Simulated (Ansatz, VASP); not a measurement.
Lu: VASP beside Ansatz

The input INCAR:

```
  PREC = Accurate
  ENCUT = 520
  EDIFF = 1E-6
  ISMEAR = -1
  SIGMA = 0.1
  LREAL = False
  LASPH = True
  NELM = 80
  ALGO = Normal
  ISIF = 2
  LWAVE = False
  LCHARG = False
  GGA = PS
  NBANDS = 18
```

Contents of KPOINTS:

```
regular mesh
0
Gamma
  13 13 13
```

The input POSCAR:

```
Lu
1.0
   -1.8324340941      1.8324340941      1.8324340941
    1.8324340941     -1.8324340941      1.8324340941
    1.8324340941      1.8324340941     -1.8324340941
Lu
1
Direct
    0.0000000000      0.0000000000      0.0000000000
```

Input for Ansatz:

```yaml
crystal:
  lattice:
    - [-1.8324340941, 1.8324340941, 1.8324340941]
    - [1.8324340941, -1.8324340941, 1.8324340941]
    - [1.8324340941, 1.8324340941, -1.8324340941]
  atoms:
    - { symbol: Lu, position: [0.0, 0.0, 0.0] }
hamiltonian:
  xc: pbesol
  pseudopotentials:
    kind: paw
    azcp:
      Lu: "pseudopotentials/Lu.paw.azcp"
basis:
  ecutwfc: 420
  fft_grid_basis: typed
kpoints:
  mp_grid: { grid: [13, 13, 13], shift: [0, 0, 0] }
magnetization:
  spin_polarized: false
scf:
  occupations: { method: fermi_dirac, width: 0.1 }
  lower_state_search: "off"
output:
  stress: true
  write_density: true
  write_potential: true
  elf: true
  volumetric_format: npy
```

Alike in both runs: task single point; functional PBEsol; k mesh 13 × 13 × 13; occupations fermi-dirac, width 0.1 eV; no spin polarisation.

|  | VASP | Ansatz |
| --- | --- | --- |
| version | VASP 6.6.1 | Ansatz 0.2.0 |
| potentials or method | VASP PAW PBE potentials, release 64 (Lu), cutoff 520 eV | plane waves (420 eV) with PAW, scalar-relativistic |
| valence electrons in the cell | 25 | 25 |

VASP gave:

- pressure (GPa): 7.3

Problem. Estimate Ansatz's values.

Solution. Pressure (GPa): 7.0.

VASP's potentials were made for PBE, not for PBEsol, and Ansatz warns of the same on its side.

Spin-orbit coupling is off throughout.
